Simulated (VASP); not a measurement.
# Ta10NbAl4W (P1) in VASP: further runs, part 2 of 2

VASP 6.6.1. The steps go on from the part before.

## Step 4: Single point, PBE

Contents of INCAR:

```
SYSTEM = Ta10NbAl4W
PREC     = Accurate       ! precision mode
ENCUT    = 520            ! plane-wave cutoff, eV
EDIFF    = 1E-6           ! SCF threshold, eV
ISMEAR   = 0              ! smearing method
SIGMA    = 0.1            ! smearing width, eV
LREAL    = Auto         
LASPH    = .TRUE.         ! aspherical terms in the spheres
NELM     = 60             ! most SCF steps
ALGO     = Fast           ! electronic algorithm
ISIF     = 2              ! what is computed and relaxed
LWAVE    = .FALSE.        ! write WAVECAR
LCHARG   = .TRUE.         ! write CHGCAR
GGA      = PE             ! functional
LELF     = .TRUE.         ! ELF
LVHAR    = .TRUE.       
NBANDS   = 88             ! bands
ISYM     = 0
```

Contents of KPOINTS:

```
Automatic mesh
0
G
  4 5 2
  0 0 0
```

Contents of POSCAR:

```
Ta10NbAl4W
1.0
    3.1646422256     -5.4188941461     -0.5119592518
    2.5068976910      5.0372267895      0.7937352964
    0.4478253592      1.2173893486      9.6543086559
Al Nb Ta W
4 1 10 1
Direct
    0.8688603731      0.0432347255      0.6292554053
    0.8896457231      0.8480411167      0.1328744820
    0.5877092291      0.3659803267      0.8682471382
    0.1601983099      0.7439325779      0.3647079213
    0.1269496208      0.2142143670      0.3741591216
    0.3929522456      0.3335006001      0.1220687320
    0.3678802889      0.0544133248      0.6253445294
    0.8796285912      0.3394753183      0.1197891549
    0.3656723259      0.5558983078      0.6225426232
    0.8715728156      0.5517773776      0.6185908285
    0.6517480608      0.2248806679      0.3778897161
    0.1056414434      0.4003455826      0.8730598974
    0.6241137077      0.7103445038      0.3745145446
    0.6098053678      0.8885551679      0.8785276771
    0.0936544990      0.8861805693      0.8821386888
    0.3856033606      0.8273571311      0.1168779762
```

Potentials or basis: VASP PAW PBE potentials, release 64 (Al, Nb_sv, Ta_pv, W_sv).

Run with:

```bash
$ cat potpaw_PBE.64/Al/POTCAR potpaw_PBE.64/Nb_sv/POTCAR potpaw_PBE.64/Ta_pv/POTCAR potpaw_PBE.64/W_sv/POTCAR > POTCAR
$ mpirun -np 1 vasp_std > vasp.out
```

OUTCAR:

```text
SYSTEM = Ta10NbAl4W
   PREC = Accurate
   ENCUT = 520
   EDIFF = 1E-6
   ISMEAR = 0
   LREAL = Auto
   LASPH = .TRUE.
   NELM = 60
   ISIF = 2
   GGA = PE
   ISYM = 0

 ion  position               nearest neighbor table
   1  0.869  0.043  0.629-  14 2.81  15 2.82  10 2.83  11 2.83   9 2.84   5 2.84  10 2.85   9 2.86
                             7 3.11  12 3.17   7 3.18  13 3.19
   2  0.890  0.848  0.133-   4 2.73  13 2.79   8 2.80   6 2.82  14 2.83  15 2.85   6 2.88   8 2.89
                            16 3.09   5 3.18  12 3.20  16 3.22  11 3.35
   3  0.588  0.366  0.868-  14 2.77  15 2.77   9 2.83   8 2.83   6 2.86  10 2.86  14 2.92  15 2.93
                             7 3.02  16 3.09  12 3.15  12 3.16
[... 2172 lines left out ...]
  in kB        0.0445406     -0.1224175     -0.4800854     -0.3743635      0.0659737      0.2393716
  external PRESSURE =      -0.1859874 kB  Pullay stress =       0.0000000 kB

 VOLUME and BASIS-vectors are now :
 -----------------------------------------------------------------------------
  energy-cutoff  :      520.00
  volume of cell :      279.66
      direct lattice vectors                 reciprocal lattice vectors
     3.164642226 -5.418894146 -0.511959252     0.170439154 -0.085271715  0.002846594
     2.506897691  5.037226790  0.793735296     0.184841628  0.110069125 -0.022453576
     0.447825359  1.217389349  9.654308656    -0.006158641 -0.013571287  0.105577683

 POSITION                                       TOTAL-FORCE (eV/Angst)
 -----------------------------------------------------------------------------------
      3.13981     -3.72443      5.66452        -0.011980     -0.028018      0.008663
      5.00087     -0.38736      1.50047         0.024120      0.021676      0.013764
      3.16619     -0.28421      8.37193        -0.000414     -0.001191     -0.030414
      2.53526      3.32325      4.02947         0.017829     -0.001604     -0.005791
      1.10632      0.84662      3.71728         0.008552     -0.002656      0.011677
      2.13427     -0.30084      1.24202        -0.026951     -0.001540      0.021502
[... 8 lines left out ...]
      2.91299      5.03029      9.17188         0.026196     -0.003860     -0.022511
      3.34674      2.22033      1.58767        -0.018454      0.002941     -0.007305
 -----------------------------------------------------------------------------------
    total drift:                               -0.002558      0.000365      0.000082

  FREE ENERGIE OF THE ION-ELECTRON SYSTEM (eV)
  ---------------------------------------------------
  free  energy   TOTEN  =      -158.1979062809 eV

  energy  without entropy=     -158.1479521339  energy(sigma->0) =     -158.17292921
```

stdout:

```text
POSCAR found type information on POSCAR AlNbTaW
 POSCAR found :  4 types and      16 ions
 scaLAPACK will be used
 LDA part: xc-table for (Slater+PW92), standard interpolation
 POSCAR, INCAR and KPOINTS ok, starting setup
 FFT: planning ... GRIDC
 FFT: planning ... GRID_SOFT
 FFT: planning ... GRID
 WAVECAR not read
 entering main loop
WARNING in EDDRMM: call to ZHEGV failed, returncode =   8  4     65
WARNING in EDDRMM: call to ZHEGV failed, returncode =   8  4     59
WARNING in EDDRMM: call to ZHEGV failed, returncode =   6  3     55
WARNING in EDDRMM: call to ZHEGV failed, returncode =   8  4     45
WARNING in EDDRMM: call to ZHEGV failed, returncode =   6  3     62
WARNING in EDDRMM: call to ZHEGV failed, returncode =   8  4     43
WARNING in EDDRMM: call to ZHEGV failed, returncode =   8  4     71
WARNING in EDDRMM: call to ZHEGV failed, returncode =   6  3     60
WARNING in EDDRMM: call to ZHEGV failed, returncode =   6  3     73
WARNING in EDDRMM: call to ZHEGV failed, returncode =   6  3     52
WARNING in EDDRMM: call to ZHEGV failed, returncode =   6  3     45
WARNING in EDDRMM: call to ZHEGV failed, returncode =   6  3     62
WARNING in EDDRMM: call to ZHEGV failed, returncode =   6  3     70
WARNING in EDDRMM: call to ZHEGV failed, returncode =   6  3     49
WARNING in EDDRMM: call to ZHEGV failed, returncode =   6  3     43
WARNING in EDDRMM: call to ZHEGV failed, returncode =   6  3     75
WARNING in EDDRMM: call to ZHEGV failed, returncode =   8  4     42
WARNING in EDDRMM: call to ZHEGV failed, returncode =   6  3     47
WARNING in EDDRMM: call to ZHEGV failed, returncode =   6  3     51
WARNING in EDDRMM: call to ZHEGV failed, returncode =   6  3     73
```

Wall time 15 min (1 thread of AMD EPYC 9R45 (Zen 5), shared host); peak memory 0.58 GiB.

What came out:

| Item | Value |
| --- | --- |
| Free energy | -158.1979 eV |
| Pressure | 0.0 GPa |
| Largest force | 0.043 eV/Å |
| Band gap on the k mesh | zero (an odd number of electrons rules out a gap without spin polarisation) |

Forces in eV/Å, atoms in the order of the input:
```
Al  -0.012 -0.028  0.009
Al   0.024  0.022  0.014
Al   0.000 -0.001 -0.030
Al   0.018 -0.002 -0.006
Nb   0.009 -0.003  0.012
Ta  -0.027 -0.002  0.022
Ta  -0.003  0.008 -0.001
Ta   0.007 -0.031 -0.013
Ta  -0.018  0.014 -0.007
Ta   0.003 -0.018 -0.006
Ta   0.006  0.034  0.026
Ta  -0.015 -0.021  0.014
Ta  -0.004 -0.006  0.010
Ta   0.005  0.034 -0.013
Ta   0.026 -0.004 -0.023
W   -0.018  0.003 -0.007
```

Levels at points of the mesh, in eV from the Fermi level:
```tsv
k point	band 71	band 72	band 73	band 74	band 75	band 76	band 77	band 78	band 79	band 80
(0.00, 0.00, 0.00)	-0.69	-0.35	-0.01	0.32	0.40	0.55	0.69	0.82	0.94	1.09
(0.50, 0.00, 0.00)	-0.79	-0.58	-0.35	-0.28	-0.08	0.19	0.23	0.37	0.67	0.96
(0.00, 0.00, 0.50)	-0.54	-0.41	0.05	0.18	0.32	0.48	0.66	0.94	1.02	1.07
(0.50, 0.00, 0.50)	-0.72	-0.61	-0.50	-0.45	-0.09	0.06	0.22	0.43	0.63	0.83
```

Caveat: spin-orbit coupling is left out, which moves the levels of the heavy elements.

## Step 5: The runs side by side

```tsv
cell	k mesh	gap on the mesh (eV)	pressure (GPa)	largest force (eV/Å)
a = 6.230, b = 5.681, c = 9.768 Å, angles 74.9, 99.4, 123.2°, 16 atoms, atomic positions A	3 × 3 × 2, shifted	none	0.1	0.02
a = 5.646, b = 6.364, c = 9.383 Å, angles 90.0, 92.6, 123.9°, 16 atoms, atomic positions B	3 × 3 × 2, shifted	none	0.2	0.03
a = 6.296, b = 5.682, c = 9.741 Å, angles 74.4, 99.5, 123.5°, 16 atoms, atomic positions C	4 × 5 × 2	none	0.0	0.04
```

Alike in all rows: task single point; level PBE; potentials or basis VASP PAW PBE potentials, release 64 (Al, Nb_sv, Ta_pv, W_sv); no spin polarisation; cutoff (eV) 520; smearing gaussian 0.1 eV.

Caveats: some runs use coarse meshes; spin-orbit coupling is left out, which moves the levels of the heavy elements.

Total energies depend on the potentials used, so only differences within one code and one set of settings carry meaning.
